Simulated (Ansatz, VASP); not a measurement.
# Two plane-wave programs on ZnS

```
Zn S
1.0
     1.93702    3.35501    0.00000
    -1.93702    3.35501    0.00000
     0.00000    0.00000   12.65614
Zn S
4 4
Direct
  0.00000 0.00000 0.00000
  0.00000 0.00000 0.50000
  0.33333 0.33334 0.25000
  0.66666 0.66667 0.75000
  0.00000 0.00000 0.18750
  0.00000 0.00000 0.68750
  0.33333 0.33334 0.43750
  0.66666 0.66667 0.93750
```

Alike in both runs: task single point; functional PBEsol; k mesh 5 × 5 × 2; occupations gaussian, width 0.01 eV; no spin polarisation.

```csv
,VASP,Ansatz
version,VASP 6.6.1,Ansatz 0.2.0
potentials or method,"VASP PAW PBE potentials, release 64 (Zn, S), cutoff 520 eV",PAW plane waves
valence electrons in the cell,72,72
```

```csv
,VASP,Ansatz,Ansatz less VASP
gap on the k mesh at the Fermi level (eV),1.84,1.83,-0.003
pressure (GPa),-4.4,-4.5,-0.11
rms of the force components (eV/Å),0.010,0.010,-0.0001
```

VASP's potentials were made for PBE, not for PBEsol. Atom by atom the forces differ by 0.000 eV/Å (rms over components). The functional is the same, so the differences come from potentials, cutoffs and numerics. Ansatz's warnings: structure snapped to symmetry.
